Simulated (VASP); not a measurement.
## PbSe (k07): single point with PBEsol

PbSe (k07):

```xyz
2
Lattice="0.0000 3.0516 3.0516 3.0516 0.0000 3.0516 3.0516 3.0516 0.0000" Properties=species:S:1:pos:R:3 pbc="T T T"
Pb    0.0000    0.0000    0.0000
Se    3.0516    3.0516    3.0516
```

- Program: VASP 6.6.1
- Task: single point
- Functional: PBEsol
- Potentials or basis: VASP PAW PBE potentials, release 64 (Pb_d, Se)
- Cutoff: 520 eV
- k mesh: 12 × 12 × 12
- Occupations: gaussian, width 0.01 eV
- Spin: no spin polarisation

| Quantity | Value |
| --- | --- |
| Pressure | 0.0 GPa |
| Band gap on the k mesh | 0.17 eV, direct |

Levels at points of the mesh, in eV from the valence-band top:
```
           k point  band 7  band 8  band 9  band 10  band 11  band 12  band 13  band 14
(0.00, 0.00, 0.00)   -6.32   -1.92   -1.92    -1.92     4.69     4.69     4.69     6.42
(0.50, 0.00, 0.00)   -8.89   -1.50   -1.50     0.00     0.17     1.62     1.62     8.42
(0.50, 0.50, 0.00)   -7.43   -5.11   -3.31    -3.31     3.54     5.61     5.61     6.04
```

It took 92 s on 1 thread of AMD EPYC 7R13, with other jobs on the host, peak memory 0.19 GiB.

Caveat: the PAW data sets were made with another functional, which shifts forces and pressure a little; spin-orbit coupling is left out, which moves the levels of the heavy elements. A k mesh can miss the band edges.
